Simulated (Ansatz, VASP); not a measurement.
Given: the input of a run of VASP 6.6.1 on Ga.

The input POSCAR:

```
Ga
1.0
    2.7164800000      0.0000000000      0.0000000000
    0.0000000000      2.7164800000      0.0000000000
    0.0000000000      0.0000000000      2.7164800000
Ga
1
Direct
    0.0000000000      0.0000000000      0.0000000000
```

The input INCAR.step1:

```
  ALGO = Normal
  EDIFF = 1E-5
  ENCUT = 520
  GGA = PE
  ISIF = 2
  ISMEAR = -1
  LASPH = T
  LCHARG = F
  LREAL = F
  LWAVE = T
  NBANDS = 12
  NELM = 100
  PREC = Accurate
  SIGMA = 0.05
```

INCAR.step2

```
  AEXX = 0.25
  ALGO = Normal
  EDIFF = 1E-7
  ENCUT = 520
  GGA = PE
  ISIF = 2
  ISMEAR = -1
  ISTART = 1
  LASPH = T
  LCHARG = F
  LHFCALC = T
  LREAL = F
  LWAVE = F
  NBANDS = 12
  NELM = 100
  PREC = Accurate
  PRECFOCK = Normal
  SIGMA = 0.05
```

KPOINTS

```
k-points
0
Gamma
  5 5 5
```

Potentials or basis: VASP PAW PBE potentials, release 64 (Ga_d).

Launch:

```console
$ cat potpaw_PBE.64/Ga_d/POTCAR > POTCAR
$ cp INCAR.step1 INCAR
$ mpirun -np 1 vasp_std > vasp.out
$ cp INCAR.step2 INCAR
$ mpirun -np 1 vasp_std > vasp.out
```

Q: Translate it to Ansatz 0.2.0. Potentials there: Ansatz PAW.

A: As run (the cutoff follows the program's own potentials):

The input input.yaml:

```yaml
crystal:
  lattice:
    - [2.71648, 0.0, 0.0]
    - [0.0, 2.71648, 0.0]
    - [0.0, 0.0, 2.71648]
  atoms:
    - { symbol: Ga, position: [0.0, 0.0, 0.0] }
hamiltonian:
  xc: pbe0
  pseudopotentials: { kind: paw }
kpoints:
  mp_grid: { grid: [5, 5, 5] }
scf:
  occupations: { method: fermi_dirac, width: 0.05 }
output:
  forces: true
  stress: true
  eigenvalues: true
```

Potentials or basis: Ansatz PAW.

Command:

```sh
$ ansatz run input.yaml --threads 2 --pin off --max-ram 5632MiB --backend cpu --events-out ev --progress --plain --runs-dir out
```

Both were run:

|  | VASP | Ansatz | Ansatz less VASP |
| --- | --- | --- | --- |
| gap on the k mesh at the Fermi level (eV) | none | none | - |
| pressure (GPa) | -1.7 | -1.7 | 0.00 |

A gap of «none» marks a metal or a gap that the smearing closes.

The k mesh is coarse, so the values compare programs but aren't converged.
